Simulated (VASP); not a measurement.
Here is a VASP 6.6.1 calculation.

The input POSCAR:

```
KI
1.0
    4.2909400946      0.0000000000      0.0000000000
    0.0000000000      4.2909400946      0.0000000000
    0.0000000000      0.0000000000      4.2909400946
K I
1 1
Direct
    0.0000000000      0.0000000000      0.0000000000
    0.5000000000      0.5000000000      0.5000000000
```

INCAR.step1

```
SYSTEM = KI
ALGO = Normal
EDIFF = 1E-4
ENCUT = 520
GGA = PE
ISMEAR = 0
LASPH = .TRUE.
LCHARG = .FALSE.
LREAL = .FALSE.
LWAVE = .TRUE.
NBANDS = 15
NELM = 60
PREC = Accurate
SIGMA = 0.01
```

Contents of INCAR.step2:

```
SYSTEM = KI
ALGO = Normal
EDIFF = 1E-7
ENCUT = 520
ISIF = 2
ISMEAR = 0
ISTART = 1
LASPH = .TRUE.
LCHARG = .FALSE.
LMIXTAU = .TRUE.
LREAL = .FALSE.
LWAVE = .FALSE.
METAGGA = R2SCAN
NBANDS = 15
NELM = 60
PREC = Accurate
SIGMA = 0.01
```

Contents of KPOINTS:

```
k-points
0
G
  4 4 4
  0 0 0
```

Potentials or basis: VASP PAW PBE potentials, release 64 (K_sv, I).

The run is started by

```console
$ cat potpaw_PBE.64/K_sv/POTCAR potpaw_PBE.64/I/POTCAR > POTCAR
$ cp INCAR.step1 INCAR
$ mpirun -np 1 vasp_std > vasp.out
$ cp INCAR.step2 INCAR
$ mpirun -np 1 vasp_std > vasp.out
```

Q: What does it give for the band gap on the k mesh?

A: 4.04 eV (least direct gap 4.41 eV).

Q: What does it give for the pressure?

A: 0.1 GPa.

Caveat: the PAW data sets were made with another functional, which shifts forces and pressure a little; spin-orbit coupling is left out, which moves the levels of the heavy elements. A k mesh can miss the band edges.
